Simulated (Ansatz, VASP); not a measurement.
## Two plane-wave programs on Cd3HgS4

```
Cd S Hg
1.0
    -2.88513    2.88513    5.77099
     2.88513   -2.88513    5.77099
     2.88513    2.88513   -5.77099
Cd S Hg
3 4 1
Direct
  0.75000 0.25000 0.50000
  0.50000 0.50000 0.00000
  0.25000 0.75000 0.50000
  0.12600 0.62218 0.00000
  0.87400 0.87400 0.49618
  0.62218 0.12600 0.00000
  0.37782 0.37782 0.50382
  0.00000 0.00000 0.00000
```

Alike in both runs: task single point; functional r2SCAN; k mesh 6 × 6 × 6; no spin polarisation.

|  | VASP | Ansatz |
| --- | --- | --- |
| version | VASP 6.6.1 | Ansatz 0.2.0 |
| potentials or method | VASP PAW PBE potentials, release 64 (Cd, S, Hg) | plane waves, PAW |
| plane-wave cutoff (eV) | 520 | 500 |
| occupations | gaussian, width 0.01 eV | fixed |
| valence electrons in the cell | 72 | 104 |

```csv
,VASP,Ansatz,Ansatz less VASP
gap on the k mesh at the Fermi level (eV),1.19,1.19,+0.001
pressure (GPa),4.6,4.2,-0.39
```

VASP's potentials were made for PBE, not for r2SCAN. VASP's potentials hold 72 valence electrons a cell and Ansatz's 104, so a difference there can come from the potentials and not from the codes.

Spin-orbit coupling is off throughout.
